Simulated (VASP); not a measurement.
# MgO (Fm-3m) in VASP: a series of runs

MgO is run at these levels: r2SCAN, PBE; tasks: single point.

Everything below comes from runs of VASP 6.6.1. Logs are shortened: lines on timing, memory, paths and dates and some standing lists are left out, and cuts for length are marked.

## (1) The cell of the first run

It takes space group Fm-3m (No. 225, cubic). Conventional cell: a = 4.254 Å, b = 4.254 Å, c = 4.254 Å, α = 90.00°, β = 90.00°, γ = 90.00°. Mg (site symmetry m-3m) has 6 O at 2.13 Å within 2.8 Å. Within 2.8 Å of O (site symmetry m-3m) lie 6 Mg at 2.13 Å.

## (2) Single point, r2SCAN

POSCAR reads:

```
MgO
1.0
    0.0000000000      2.1268522620      2.1268522620
    2.1268522620      0.0000000000      2.1268522620
    2.1268522620      2.1268522620      0.0000000000
Mg O
1 1
Direct
    0.0000000000      0.0000000000      0.0000000000
    0.5000000000      0.5000000000      0.5000000000
```

INCAR.step1 reads:

```
ALGO     = Normal         # electronic algorithm
EDIFF    = 1E-5           # SCF threshold, eV
ENCUT    = 660            # plane-wave cutoff, eV
GGA      = PE             # functional
GGA_COMPAT= False        
ISMEAR   = 0              # smearing method
LASPH    = True           # aspherical terms in the spheres
LCHARG   = False          # write CHGCAR
LREAL    = False          # projectors in reciprocal space
LWAVE    = True           # write WAVECAR
NBANDS   = 15             # bands
NELM     = 120            # most SCF steps
PREC     = Accurate       # precision mode
SIGMA    = 0.02           # smearing width, eV
```

INCAR.step2 reads:

```
ALGO     = Normal         # electronic algorithm
EDIFF    = 1E-6           # SCF threshold, eV
ENCUT    = 660            # plane-wave cutoff, eV
GGA_COMPAT= False        
ISIF     = 2              # what is computed and relaxed
ISMEAR   = 0              # smearing method
ISTART   = 1            
LASPH    = True           # aspherical terms in the spheres
LCHARG   = False          # write CHGCAR
LMIXTAU  = True         
LREAL    = False          # projectors in reciprocal space
LWAVE    = False          # write WAVECAR
METAGGA  = R2SCAN         # meta-GGA
NBANDS   = 15             # bands
NELM     = 120            # most SCF steps
PREC     = Accurate       # precision mode
SIGMA    = 0.02           # smearing width, eV
```

KPOINTS reads:

```
k-points
0
Gamma
  10 10 10
```

Potentials or basis: VASP PAW PBE potentials, release 64 (Mg_sv, O).

Started as:

```console
> cat potpaw_PBE.64/Mg_sv/POTCAR potpaw_PBE.64/O/POTCAR > POTCAR
> cp INCAR.step1 INCAR
> mpirun -np 1 vasp_std > vasp.out
> cp INCAR.step2 INCAR
> mpirun -np 1 vasp_std > vasp.out
```

OUTCAR:

```text
EDIFF = 1E-6
   ENCUT = 660
   ISIF = 2
   ISMEAR = 0
   ISTART = 1
   LASPH = True
   LREAL = False
   METAGGA = R2SCAN
   NELM = 120
   PREC = Accurate

 ion  position               nearest neighbor table
   1  0.000  0.000  0.000-   2 2.13   2 2.13   2 2.13   2 2.13   2 2.13   2 2.13
   2  0.500  0.500  0.500-   1 2.13   1 2.13   1 2.13   1 2.13   1 2.13   1 2.13

  LATTYP: Found a face centered cubic cell.
 ALAT       =     4.2537045240

  Lattice vectors:

 A1 = (   0.0000000000,   2.1268522620,   2.1268522620)
 A2 = (   2.1268522620,   0.0000000000,   2.1268522620)
 A3 = (   2.1268522620,   2.1268522620,   0.0000000000)

Analysis of symmetry for initial positions (statically):
=====================================================================
 Subroutine PRICEL returns:
 Original cell was already a primitive cell.

 Routine SETGRP: Setting up the symmetry group for a
 face centered cubic supercell.

 Subroutine GETGRP returns: Found 48 space group operations
 (whereof 48 operations were pure point group operations)
 out of a pool of 48 trial point group operations.

The static configuration has the point symmetry O_h .

Analysis of symmetry for dynamics (positions and initial velocities):
=====================================================================
 Subroutine PRICEL returns:
 Original cell was already a primitive cell.

 Routine SETGRP: Setting up the symmetry group for a
 face centered cubic supercell.

 Subroutine GETGRP returns: Found 48 space group operations
 (whereof 48 operations were pure point group operations)
 out of a pool of 48 trial point group operations.

The dynamic configuration has the point symmetry O_h .

 Subroutine INISYM returns: Found 48 space group operations
 (whereof 48 operations are pure point group operations),
 and found     1 'primitive' translations

----------------------------------------------------------------------------------------

                                     Primitive cell

  volume of cell :      19.2416

  direct lattice vectors                    reciprocal lattice vectors
     0.000000000  2.126852262  2.126852262    -0.235089202  0.235089202  0.235089202
     2.126852262  0.000000000  2.126852262     0.235089202 -0.235089202  0.235089202
     2.126852262  2.126852262  0.000000000     0.235089202  0.235089202 -0.235089202

  length of vectors
     3.007823314  3.007823314  3.007823314     0.407186441  0.407186441  0.407186441

  position of ions in fractional coordinates (direct lattice)
     0.000000000  0.000000000  0.000000000
     0.500000000  0.500000000  0.500000000

  ion indices of the primitive-cell ions
   primitive index   ion index
                 1           1
                 2           2

----------------------------------------------------------------------------------------

 KPOINTS: k-points

Automatic generation of k-mesh.
 Grid dimensions read from file:
 generate k-points for:   10   10   10

 Generating k-lattice:

  Cartesian coordinates                     Fractional coordinates (reciprocal lattice)
    -0.023508920  0.023508920  0.023508920     0.100000000  0.000000000  0.000000000
     0.023508920 -0.023508920  0.023508920     0.000000000  0.100000000  0.000000000
     0.023508920  0.023508920 -0.023508920     0.000000000  0.000000000  0.100000000

  Length of vectors
     0.040718644  0.040718644  0.040718644

  Shift w.r.t. Gamma in fractional coordinates (k-lattice)
     0.000000000  0.000000000  0.000000000

 Subroutine IBZKPT returns following result:
 ===========================================

 Found     47 irreducible k-points:

 Following reciprocal coordinates:
            Coordinates               Weight
  0.000000  0.000000  0.000000      1.000000
  0.100000  0.000000  0.000000      8.000000
  0.200000  0.000000  0.000000      8.000000
  0.300000  0.000000  0.000000      8.000000
  0.400000  0.000000  0.000000      8.000000
  0.500000  0.000000  0.000000      4.000000
[... 16 lines left out ...]
  0.300000  0.300000  0.000000      6.000000
  0.400000  0.300000  0.000000     24.000000
 [... further k-points ...]
   k-points           NKPTS =     47   k-points in BZ     NKDIM =     47   number of bands    NBANDS=     15
   number of dos      NEDOS =    301   number of ions     NIONS =      2
   total plane-waves  NPLWV =  21952
   dimension x,y,z NGX =    28 NGY =   28 NGZ =   28
   dimension x,y,z NGXF=    56 NGYF=   56 NGZF=   56
   ions per type =               1   1
   NGX,Y,Z   is equivalent  to a cutoff of  15.48, 15.48, 15.48 a.u.
   NGXF,Y,Z  is equivalent  to a cutoff of  30.95, 30.95, 30.95 a.u.
 SYSTEM =  unknown system
   PREC   = accura    normal or accurate (medium, high low for compatibility)
   ISTART =      1    job   : 0-new  1-cont  2-samecut
   ICHARG =      0    charge: 1-file 2-atom 10-const
   ISPIN  =      1    spin polarized calculation?
   LNONCOLLINEAR =      F non collinear calculations
   LSORBIT =      F    spin-orbit coupling
   LASPH  =      T    aspherical Exc in radial PAW
   ENCUT  =  660.0 eV  48.51 Ry    6.96 a.u.   6.30  6.30  6.30*2*pi/ulx,y,z
   NELM   =    120;   NELMIN=  2; NELMDL=  0     # of ELM steps
   EDIFF  = 0.1E-05   stopping-criterion for ELM
   LREAL  =      F    real-space projection
   EDIFFG = 0.1E-04   stopping-criterion for IOM
   NSW    =      0    number of steps for IOM
   IBRION =     -1    ionic relax: 0-MD 1-quasi-New 2-CG
   NFREE  =      0    steps in history (QN), initial steepest desc. (CG)
   ISIF   =      2    stress and relaxation
   ISYM   =      2    0-nonsym 1-usesym 2-fastsym
   POTIM  = 0.5000    time-step for ionic-motion
   TEBEG  =    0.0;   TEEND  =   0.0 temperature during run
   PSTRESS=    0.0 pullay stress
   NELECT =      16.0000    total number of electrons
   NUPDOWN=      -1.0000    fix difference up-down
   EMIN   =  10.00;   EMAX   =-10.00  energy-range for DOS
   EFERMI =   0.00;   METHOD = LEGACY
   ISMEAR =     0;   SIGMA  =   0.02  broadening in eV -4-tet -1-fermi 0-gaus
   EFERMI_NEDOS =   21; number of points for ismear=-14 and -15
   IALGO  =     38    algorithm
   IMIX   =      4    mixing-type and parameters
     AMIX     =   0.40;   BMIX     =  1.00
     AMIX_MAG =   1.60;   BMIX_MAG =  1.00
  volume/ion in A,a.u.               =       9.62        64.92
  Fermi-wavevector in a.u.,A,eV,Ry     =   1.539457  2.909152 32.244817  2.369927
  Thomas-Fermi vector in A             =   2.645682
   LORBIT       =      0    0 simple, 1 ext, 2 COOP (PROOUT), +10 PAW based schemes
   METAGGA = R2SCAN    functional components
   LHFCALC =     F    Hartree Fock is set to
   AEXX    =    0.0000 exact exchange contribution
   IVDW    =     0    specifies the selected vdW correction
   LEPSILON=     F    determine dielectric tensor
   LRPA    =     F    only Hartree local field effects (RPA)
 non-spin polarized calculation
 Gauss-broadening in eV      SIGMA  =   0.02
  energy-cutoff  :      660.00
  volume of cell :       19.24
 maximum number of plane-waves:       754
 NGX is ok and might be reduce to    28
   NGX = 13   NGY = 13   NGZ = 13

 number of electron      15.9999997 magnetization

 Free energy of the ion-electron system (eV)
  ---------------------------------------------------
  ext. energy  EPLUGINS =         0.00000000
  ---------------------------------------------------
  free energy    TOTEN  =       -16.16597150 eV

  energy without entropy =      -16.16597150  energy(sigma->0) =      -16.16597150

 E-fermi :   2.5147     XC(G=0): -11.8773

 val. band max:        2.3065810818   @ k =   0.0000   0.0000   0.0000
 cond. band min:       7.6716165362   @ k =   0.0000   0.0000   0.0000
 fundamental gap:      5.3650354544
 Fermi energy:         2.5147107901

 k-point     1 :       0.0000    0.0000    0.0000
  band No.  band energies     occupation
      1     -72.7765      2.00000
      2     -37.8713      2.00000
      3     -37.8713      2.00000
      4     -37.8713      2.00000
      5     -15.7345      2.00000
      6       2.3066      2.00000
      7       2.3066      2.00000
      8       2.3066      2.00000
      9       7.6716      0.00000
     10      18.9909      0.00000
     11      18.9909      0.00000
     12      18.9909      0.00000
     13      23.0133      0.00000
     14      24.8124      0.00000
     15      24.8124      0.00000

 k-point     2 :       0.1000    0.0000    0.0000
  band No.  band energies     occupation
      1     -72.7759      2.00000
      2     -37.8787      2.00000
      3     -37.8722      2.00000
      4     -37.8722      2.00000
      5     -15.6337      2.00000
      6       1.6898      2.00000
      7       2.2403      2.00000
      8       2.2403      2.00000
      9       8.2834      0.00000
     10      17.7509      0.00000
     11      19.2338      0.00000
     12      19.2339      0.00000
     13      24.0812      0.00000
     14      24.0812      0.00000
     15      24.6719      0.00000

 k-point     3 :       0.2000    0.0000    0.0000
  band No.  band energies     occupation
      1     -72.7741      2.00000
      2     -37.8976      2.00000
      3     -37.8740      2.00000
      4     -37.8740      2.00000
      5     -15.3582      2.00000
      6       0.4102      2.00000
      7       2.0726      2.00000
      8       2.0726      2.00000
      9       9.4942      0.00000
     10      16.2322      0.00000
     11      19.7236      0.00000
     12      19.7236      0.00000
     13      23.3807      0.00000
     14      23.3807      0.00000
     15      25.6733      0.00000
[... 343 lines left out ...]
 k-point    23 :       0.3000    0.3000    0.0000
  band No.  band energies     occupation
      1     -72.7704      2.00000
      2     -37.9143      2.00000
      3     -37.8875      2.00000
      4     -37.8875      2.00000
      5     -14.8156      2.00000
      6      -0.7443      2.00000
      7       1.3884      2.00000
      8       1.3884      2.00000
      9      11.8755      0.00000
     10      13.6243      0.00000
     11      17.6803      0.00000
     12      21.1970      0.00000
     13      21.1970      0.00000
     14      27.5059      0.00000
     15      30.7354      0.00000

 k-point    24 :       0.4000    0.3000    0.0000
  band No.  band energies     occupation
      1     -72.7690      2.00000
      2     -37.9237      2.00000
      3     -37.8925      2.00000
      4     -37.8903      2.00000
      5     -14.5937      2.00000
      6      -1.1565      2.00000
      7       1.0372      2.00000
      8       1.2426      2.00000
      9      12.6542      0.00000
     10      13.3509      0.00000
     11      16.8355      0.00000
     12      21.4548      0.00000
     13      21.6659      0.00000
     14      28.2732      0.00000
     15      30.2516      0.00000

 [... further k-points ...]
[... 5 lines left out ...]
  --------------------------------------------------------------------------------------
  -------------------------------------------------------------------------------------
  Total       -0.6636564     -0.6636564     -0.6636564      0.0000000      0.0000000     -0.0000000
  in kB      -55.2601263    -55.2601263    -55.2601263      0.0000000      0.0000000     -0.0000000
  external PRESSURE =     -55.2601263 kB  Pullay stress =       0.0000000 kB

 VOLUME and BASIS-vectors are now :
 -----------------------------------------------------------------------------
  energy-cutoff  :      660.00
  volume of cell :       19.24
      direct lattice vectors                 reciprocal lattice vectors
     0.000000000  2.126852262  2.126852262    -0.235089202  0.235089202  0.235089202
     2.126852262  0.000000000  2.126852262     0.235089202 -0.235089202  0.235089202
     2.126852262  2.126852262  0.000000000     0.235089202  0.235089202 -0.235089202

 POSITION                                       TOTAL-FORCE (eV/Angst)
 -----------------------------------------------------------------------------------
      0.00000      0.00000      0.00000        -0.000000      0.000000     -0.000000
      2.12685      2.12685      2.12685         0.000000     -0.000000      0.000000
 -----------------------------------------------------------------------------------
    total drift:                                0.000000      0.000000      0.000000

  FREE ENERGIE OF THE ION-ELECTRON SYSTEM (eV)
  ---------------------------------------------------
  free  energy   TOTEN  =       -16.1659715047 eV

  energy  without entropy=      -16.1659715047  energy(sigma->0) =      -16.16597150
```

It took 74 s on 1 thread of Intel Xeon Platinum 8375C at 2.90GHz (Ice Lake), shared host; peak memory 0.17 GiB.

What came out:

- Free energy: -16.1660 eV
- Pressure: -5.5 GPa
- Band gap on the k mesh: 5.37 eV, direct

Levels at points of the mesh, in eV from the valence-band top:
```tsv
k point	band 6	band 7	band 8	band 9	band 10	band 11
(0.00, 0.00, 0.00)	0.00	0.00	0.00	5.37	16.68	16.68
(0.50, 0.00, 0.00)	-4.46	-0.64	-0.64	8.63	13.50	17.20
(0.50, 0.50, 0.00)	-3.95	-1.32	-1.32	10.00	10.85	13.99
```

Caveat: the PAW data sets were made with another functional, which shifts forces and pressure a little.

## (3) Single point, PBE

INCAR reads:

```
PREC = Accurate ; ENCUT = 600
EDIFF = 1E-6 ; ISMEAR = 0
SIGMA = 0.01 ; LREAL = F
LASPH = T ; NELM = 120
ALGO = Normal ; ISIF = 2
LWAVE = F ; LCHARG = T
GGA = PE ; LELF = T
LVHAR = T ; NBANDS = 11
GGA_COMPAT = F
```

KPOINTS reads:

```
regular mesh
0
Gamma
  10 10 10
```

POSCAR reads:

```
MgO
1.0
    0.0000000000      2.1268779578      2.1268779578
    2.1268779578      0.0000000000      2.1268779578
    2.1268779578      2.1268779578      0.0000000000
Mg O
1 1
Direct
    0.0000000000      0.0000000000      0.0000000000
    0.5000000000      0.5000000000      0.5000000000
```

Potentials or basis: VASP PAW PBE potentials, release 64 (Mg, O).

Started as:

```console
> cat potpaw_PBE.64/Mg/POTCAR potpaw_PBE.64/O/POTCAR > POTCAR
> mpirun -np 1 vasp_std > vasp.out
```

It took 7.2 s on 1 thread of Intel Xeon 6975P-C, shared host; peak memory 0.15 GiB.

Results (log left out):

- Free energy: -11.9148 eV
- Pressure: -1.0 GPa
- Band gap on the k mesh: 4.45 eV, direct

Levels at points of the mesh, in eV from the valence-band top:
| k point | band 1 | band 2 | band 3 | band 4 | band 5 | band 6 | band 7 | band 8 | band 9 |
| --- | --- | --- | --- | --- | --- | --- | --- | --- | --- |
| (0.00, 0.00, 0.00) | -17.11 | 0.00 | 0.00 | 0.00 | 4.45 | 15.63 | 15.63 | 15.63 | 19.47 |
| (0.50, 0.00, 0.00) | -15.90 | -4.49 | -0.62 | -0.62 | 7.71 | 12.27 | 16.01 | 16.01 | 20.45 |
| (0.50, 0.50, 0.00) | -15.66 | -3.96 | -1.31 | -1.31 | 9.08 | 9.65 | 12.79 | 18.53 | 18.53 |
